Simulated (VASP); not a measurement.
# PtS2 (P-3m1) in VASP: settings compared

The runs below take PtS2 through single point, with PBE, r2SCAN, PBE-based screened hybrid.

Program: VASP 6.6.1. These are calculated values, not measurements. Logs are shortened: lines on timing, memory, paths and dates and some standing lists are left out, and cuts for length are marked.

## Step 1: The cell of the first run

It takes space group P-3m1 (No. 164, trigonal). Conventional cell: a = 3.543 Å, b = 3.543 Å, c = 5.039 Å, α = 90.00°, β = 90.00°, γ = 120.00°. Pt (site symmetry -3m) has 6 S at 2.34 Å within 3.1 Å. S (site symmetry 3m) has 3 Pt at 2.34 Å and 3 S at 3.07 Å within 3.1 Å.

## Step 2: Single point, PBE, non-collinear spin, zero start, spin-orbit coupling

The input, INCAR:

```
SYSTEM = PtS2
  PREC = Accurate
  ENCUT = 520
  EDIFF = 1E-6
  ISMEAR = -1
  SIGMA = 0.05
  LREAL = .False.
  LASPH = .True.
  NELM = 150
  ALGO = Normal
  ISIF = 2
  LWAVE = .False.
  LCHARG = .False.
  MAGMOM = 0 0 0 0 0 0 0 0 0
  LORBIT = 11
  LSORBIT = .True.
  GGA_COMPAT = .False.
  LORBMOM = .True.
  LMAXMIX = 4
  GGA = PE
  NBANDS = 35
```

The input, KPOINTS:

```
Automatic mesh
0
Gamma
  9 9 5
  0 0 0
```

The input, POSCAR:

```
PtS2
1.0
    3.5432000000      0.0000000000      0.0000000000
   -1.7716000000      3.0685012107      0.0000000000
    0.0000000000      0.0000000000      5.0388000000
Pt S
1 2
Direct
    0.0000000000      0.0000000000      0.0000000000
    0.6666666667      0.3333333333      0.7730000000
    0.3333333333      0.6666666667      0.2270000000
```

Potentials or basis: VASP PAW PBE potentials, release 64 (Pt, S).

Command:

```
cat potpaw_PBE.64/Pt/POTCAR potpaw_PBE.64/S/POTCAR > POTCAR
mpirun -np 1 vasp_ncl > vasp.out
```

OUTCAR:

```text
SYSTEM = PtS2
   PREC = Accurate
   ENCUT = 520
   EDIFF = 1E-6
   ISMEAR = -1
   LREAL = .False.
   LASPH = .True.
   NELM = 150
   ISIF = 2
   LORBIT = 11
   LSORBIT = .True.
   GGA = PE

 ion  position               nearest neighbor table
   1  0.000  0.000  0.000-   2 2.34   3 2.34   2 2.34   3 2.34   2 2.34   3 2.34
   2  0.667  0.333  0.773-   1 2.34   1 2.34   1 2.34
   3  0.333  0.667  0.227-   1 2.34   1 2.34   1 2.34

  LATTYP: Found a hexagonal cell.
 ALAT       =     3.5432000000
 C/A-ratio  =     1.4221043125

  Lattice vectors:

 A1 = (   3.5432000000,   0.0000000000,   0.0000000000)
 A2 = (  -1.7716000000,   3.0685012107,   0.0000000000)
 A3 = (   0.0000000000,   0.0000000000,   5.0388000000)

Analysis of symmetry for initial positions (statically):
=====================================================================
 Subroutine PRICEL returns:
 Original cell was already a primitive cell.

 Routine SETGRP: Setting up the symmetry group for a
 hexagonal supercell.

 Subroutine GETGRP returns: Found 12 space group operations
 (whereof 12 operations were pure point group operations)
 out of a pool of 24 trial point group operations.

The static configuration has the point symmetry D_3d.

Analysis of symmetry for dynamics (positions and initial velocities):
=====================================================================
 Subroutine PRICEL returns:
 Original cell was already a primitive cell.

 Routine SETGRP: Setting up the symmetry group for a
 hexagonal supercell.

 Subroutine GETGRP returns: Found 12 space group operations
 (whereof 12 operations were pure point group operations)
 out of a pool of 24 trial point group operations.

The dynamic configuration has the point symmetry D_3d.

Analysis of structural, dynamic, and magnetic symmetry:
=====================================================================
 Subroutine PRICEL returns:
 Original cell was already a primitive cell.

 Routine SETGRP: Setting up the symmetry group for a
 hexagonal supercell.

 Subroutine GETGRP returns: Found 12 space group operations
 (whereof 12 operations were pure point group operations)
 out of a pool of 24 trial point group operations.

The overall configuration has the point symmetry D_3d.

 Subroutine INISYM returns: Found 12 space group operations
 (whereof 12 operations are pure point group operations),
 and found     1 'primitive' translations

----------------------------------------------------------------------------------------

                                     Primitive cell

  volume of cell :      54.7834

  direct lattice vectors                    reciprocal lattice vectors
     3.543200000  0.000000000  0.000000000     0.282230752  0.162946001  0.000000000
    -1.771600000  3.068501211  0.000000000     0.000000000  0.325892001  0.000000000
     0.000000000  0.000000000  5.038800000     0.000000000  0.000000000  0.198459951

  length of vectors
     3.543200000  3.543200000  5.038800000     0.325892001  0.325892001  0.198459951

  position of ions in fractional coordinates (direct lattice)
     0.000000000  0.000000000  0.000000000
     0.666666667  0.333333333  0.773000000
     0.333333333  0.666666667  0.227000000

  ion indices of the primitive-cell ions
   primitive index   ion index
                 1           1
                 2           2
                 3           3

----------------------------------------------------------------------------------------

 KPOINTS: Automatic mesh

Automatic generation of k-mesh.
 Grid dimensions read from file:
 generate k-points for:    9    9    5

 Generating k-lattice:

  Cartesian coordinates                     Fractional coordinates (reciprocal lattice)
     0.031358972  0.018105111  0.000000000     0.111111111  0.000000000  0.000000000
     0.000000000  0.036210222  0.000000000     0.000000000  0.111111111  0.000000000
[... 99 lines left out ...]
 number of electron      22.0000000 magnetization      -0.0000000      0.0000000      0.0000000

 number of electron      22.0000000 magnetization      -0.0000000      0.0000000     -0.0000000

 Free energy of the ion-electron system (eV)
  ---------------------------------------------------
  ext. energy  EPLUGINS =         0.00000000
  ---------------------------------------------------
  free energy    TOTEN  =       -15.65218234 eV

  energy without entropy =      -15.65217899  energy(sigma->0) =      -15.65218066

 E-fermi :   7.2467     XC(G=0): -10.5761

 val. band max:        6.7524743245   @ k =   0.0000   0.2222   0.2000
 cond. band min:       7.7378934355   @ k =   0.3333   0.3333   0.0000
 fundamental gap:      0.9854191110
 Fermi energy:         7.2467358459

 k-point     1 :       0.0000    0.0000    0.0000
  band No.  band energies     occupation
      1      -8.8160      1.00000
      2      -8.8160      1.00000
      3      -5.5773      1.00000
      4      -5.5773      1.00000
      5      -0.5660      1.00000
      6      -0.5660      1.00000
[... 877 lines left out ...]
     33      15.3134      0.00000
     34      15.3134      0.00000

 [... further k-points ...]

 [bands above 34 left out]

------------------------ aborting loop because EDIFF is reached ----------------------------------------

  FORCE on cell =-STRESS in cart. coord.  units (eV):
  Direction    XX          YY          ZZ          XY          YZ          ZX
  --------------------------------------------------------------------------------------
  -------------------------------------------------------------------------------------
  Total        3.9838293      3.9838293      3.5327912      0.0000000      0.0000000      0.0000000
  in kB      116.5097348    116.5097348    103.3188262      0.0000000      0.0000000      0.0000000
  external PRESSURE =     112.1127653 kB  Pullay stress =       0.0000000 kB

 VOLUME and BASIS-vectors are now :
 -----------------------------------------------------------------------------
  energy-cutoff  :      520.00
  volume of cell :       54.78
      direct lattice vectors                 reciprocal lattice vectors
     3.543200000  0.000000000  0.000000000     0.282230752  0.162946001  0.000000000
    -1.771600000  3.068501211  0.000000000     0.000000000  0.325892001  0.000000000
     0.000000000  0.000000000  5.038800000     0.000000000  0.000000000  0.198459951

 POSITION                                       TOTAL-FORCE (eV/Angst)
 -----------------------------------------------------------------------------------
      0.00000      0.00000      0.00000         0.000000      0.000000      0.000000
      1.77160      1.02283      3.89499        -0.000000      0.000000     -1.244258
     -0.00000      2.04567      1.14381         0.000000     -0.000000      1.244258
 -----------------------------------------------------------------------------------
    total drift:                                0.000000     -0.000000     -0.000000

  FREE ENERGIE OF THE ION-ELECTRON SYSTEM (eV)
  ---------------------------------------------------
  free  energy   TOTEN  =       -15.6521823394 eV

  energy  without entropy=      -15.6521789877  energy(sigma->0) =      -15.65218066

 orbital moment (x)

 # of ion     p       d       tot
 ----------------------------------------
  1         0.000  -0.000  -0.000
  2         0.000   0.000   0.000
  3         0.000   0.000   0.000
 ----------------------------------------
            0.000  -0.000   0.000

 orbital moment (y)

 # of ion     p       d       tot
 ----------------------------------------
  1        -0.000   0.000  -0.000
  2         0.000   0.000   0.000
  3         0.000   0.000   0.000
 ----------------------------------------
            0.000   0.000   0.000

 orbital moment (z)

 # of ion     p       d       tot
 ----------------------------------------
  1         0.000   0.000   0.000
  2         0.000   0.000   0.000
  3         0.000   0.000   0.000
 ----------------------------------------
            0.000   0.000   0.000

 Spin-Orbit-Coupling matrix elements

 Ion:    1  E_soc:     -0.7618809
 l=   1
     0.0000000    -0.0372197    -0.0395936
    -0.0372197     0.0000000    -0.0372197
    -0.0395936    -0.0372197     0.0000000
 l=   2
     0.0000000    -0.0198046     0.0000000    -0.0198046    -0.0680286
    -0.0198046     0.0000000    -0.0478456    -0.0239693    -0.0198046
     0.0000000    -0.0478456     0.0000000    -0.0478456     0.0000000
    -0.0198046    -0.0239693    -0.0478456     0.0000000    -0.0198046
    -0.0680286    -0.0198046     0.0000000    -0.0198046     0.0000000
 l=   3
     0.0000000     0.0000000     0.0000000     0.0000000     0.0000000     0.0000000     0.0000000
     0.0000000     0.0000000     0.0000000     0.0000000     0.0000000     0.0000000     0.0000000
     0.0000000     0.0000000     0.0000000     0.0000000     0.0000000     0.0000000     0.0000000
     0.0000000     0.0000000     0.0000000     0.0000000     0.0000000     0.0000000     0.0000000
[... 29 lines left out ...]
 l=   2
     0.0000000     0.0000000     0.0000000     0.0000000     0.0000000
     0.0000000     0.0000000     0.0000000     0.0000000     0.0000000
     0.0000000     0.0000000     0.0000000     0.0000000     0.0000000
     0.0000000     0.0000000     0.0000000     0.0000000     0.0000000
     0.0000000     0.0000000     0.0000000     0.0000000     0.0000000
 l=   3
     0.0000000     0.0000000     0.0000000     0.0000000     0.0000000     0.0000000     0.0000000
     0.0000000     0.0000000     0.0000000     0.0000000     0.0000000     0.0000000     0.0000000
     0.0000000     0.0000000     0.0000000     0.0000000     0.0000000     0.0000000     0.0000000
     0.0000000     0.0000000     0.0000000     0.0000000     0.0000000     0.0000000     0.0000000
     0.0000000     0.0000000     0.0000000     0.0000000     0.0000000     0.0000000     0.0000000
     0.0000000     0.0000000     0.0000000     0.0000000     0.0000000     0.0000000     0.0000000
     0.0000000     0.0000000     0.0000000     0.0000000     0.0000000     0.0000000     0.0000000

 total charge

# of ion       s       p       d       tot
------------------------------------------
    1        0.732   0.888   8.009   9.629
    2        1.360   2.311   0.000   3.670
    3        1.360   2.311   0.000   3.670
--------------------------------------------------
tot          3.451   5.510   8.009  16.970

 magnetization (x)

# of ion       s       p       d       tot
------------------------------------------
    1        0.000   0.000   0.000   0.000
    2        0.000   0.000   0.000   0.000
    3       -0.000   0.000   0.000  -0.000
--------------------------------------------------
tot         -0.000   0.000   0.000  -0.000

 magnetization (y)

# of ion       s       p       d       tot
------------------------------------------
    1        0.000   0.000   0.000   0.000
    2        0.000   0.000   0.000   0.000
    3        0.000   0.000   0.000   0.000
--------------------------------------------------
tot          0.000   0.000   0.000   0.000

 magnetization (z)

# of ion       s       p       d       tot
------------------------------------------
    1        0.000   0.000   0.000   0.000
    2        0.000   0.000   0.000   0.000
    3        0.000   0.000   0.000   0.000
--------------------------------------------------
tot          0.000   0.000   0.000   0.000
```

Wall time 4.4 min (1 thread of Intel Xeon Platinum 8375C at 2.90GHz (Ice Lake), shared host); peak memory 0.38 GiB.

Results:

- Free energy: -15.6522 eV
- Pressure: 11.2 GPa
- Largest force: 1.244 eV/Å
- Net moment: 0.00 μB per cell
- Valence electrons inside the program's atomic spheres: Pt 9.63; S 3.67

Forces on the atoms (eV/Å):
```
Pt   0.000  0.000  0.000
S    0.000  0.000 -1.244
S    0.000  0.000  1.244
```

Moments on the atoms (μB; x, y, z):
```
Pt  0.00 0.00 0.00
S   0.00 0.00 0.00
S   0.00 0.00 0.00
```

Caveat: forces of over 1 eV/Å act on the atoms, so gaps and moduli don't describe the material at rest.

(Part 1 of 3 ends here.)
